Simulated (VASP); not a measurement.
Input of a VASP 6.6.1 run:

The input POSCAR:

```
Rh
1.0
    3.5840748117      0.0000000000      0.0000000000
   -1.7920374059      3.1038998360      0.0000000000
    0.0000000000      0.0000000000      4.2802711981
Rh
3
Direct
    0.3325338543      0.0000000000      0.3333333333
    0.0000000000      0.3325338543      0.6666666667
    0.6674661457      0.6674661457      0.0000000000
```

File INCAR.step1:

```
SYSTEM = Rh
  PREC = Accurate
  ENCUT = 680
  ISMEAR = 0
  SIGMA = 0.1
  LREAL = .FALSE.
  LASPH = .TRUE.
  NELM = 120
  NBANDS = 32
  GGA = PE
  ALGO = Normal
  EDIFF = 1E-5
  LWAVE = .TRUE.
  LCHARG = .FALSE.
  GGA_COMPAT = .FALSE.
```

The input INCAR.step2:

```
SYSTEM = Rh
  PREC = Accurate
  ENCUT = 680
  EDIFF = 1E-6
  ISMEAR = 0
  SIGMA = 0.1
  LREAL = .FALSE.
  LASPH = .TRUE.
  NELM = 120
  ALGO = Normal
  ISIF = 2
  LWAVE = .FALSE.
  LCHARG = .FALSE.
  METAGGA = R2SCAN
  LMIXTAU = .TRUE.
  NBANDS = 32
  ISTART = 1
  GGA_COMPAT = .FALSE.
```

The input KPOINTS:

```
Automatic mesh
0
G
  6 6 4
  0 0 0
```

Potentials or basis: VASP PAW PBE potentials, release 64 (Rh_sv_GW).

Launch:

```bash
$ cat potpaw_PBE.64/Rh_sv_GW/POTCAR > POTCAR
$ cp INCAR.step1 INCAR
$ mpirun -np 1 vasp_std > vasp.out
$ cp INCAR.step2 INCAR
$ mpirun -np 1 vasp_std > vasp.out
```

Predict the largest force.

0.028 eV/Å.

Estimate the band gap on the k mesh.

zero (an odd number of electrons rules out a gap without spin polarisation).

Predict the pressure.

-0.1 GPa.

Forces in eV/Å, atoms in the order of the input:
```
Rh   0.028  0.000  0.000
Rh  -0.014  0.025  0.000
Rh  -0.014 -0.025  0.000
```

Caveat: the k points lie up to 0.37 Å⁻¹ apart, too coarse for converged energies and pressures of a metal; the PAW data sets were made with another functional, which shifts forces and pressure a little.
